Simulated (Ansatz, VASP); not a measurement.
W in VASP and in Ansatz

```
W
1.0
     0.00000   -2.03000   -2.03000
     0.00000    2.03000   -2.03000
     4.06000    0.00000    0.00000
W
2
Direct
  0.50000 0.50000 0.54310
  0.00000 0.00000 0.95690
```

Change from the starting cell: mode 6 (205.5 1/cm) frozen in, largest displacement +0.175 Å.

Alike in both runs: task single point; functional r2SCAN; k mesh 16 × 16 × 12; occupations gaussian, width 0.15 eV; no spin polarisation.

|  | VASP | Ansatz |
| --- | --- | --- |
| version | VASP 6.6.1 | Ansatz 0.2.0 |
| potentials or method | VASP PAW PBE potentials, release 64 (W_sv), cutoff 550 eV | scalar-relativistic, plane waves, PAW |
| valence electrons in the cell | 28 | 28 |

```tsv
	VASP	Ansatz	Ansatz less VASP
gap on the k mesh at the Fermi level (eV)	none	none	-
pressure (GPa)	5.9	4.7	-1.20
traceless stress, the component that is largest in VASP (GPa)	-20.20	-20.08	+0.124
rms of the force components (eV/Å)	1.963	1.921	-0.0411
```

VASP's potentials were made for PBE, not for r2SCAN. Atom by atom the forces differ by 0.041 eV/Å (rms over components). A gap of «none» marks a metal or a gap that the smearing closes. With one functional, cell and mesh, what is left measures potentials, basis and numerics.

Spin-orbit coupling is off throughout.
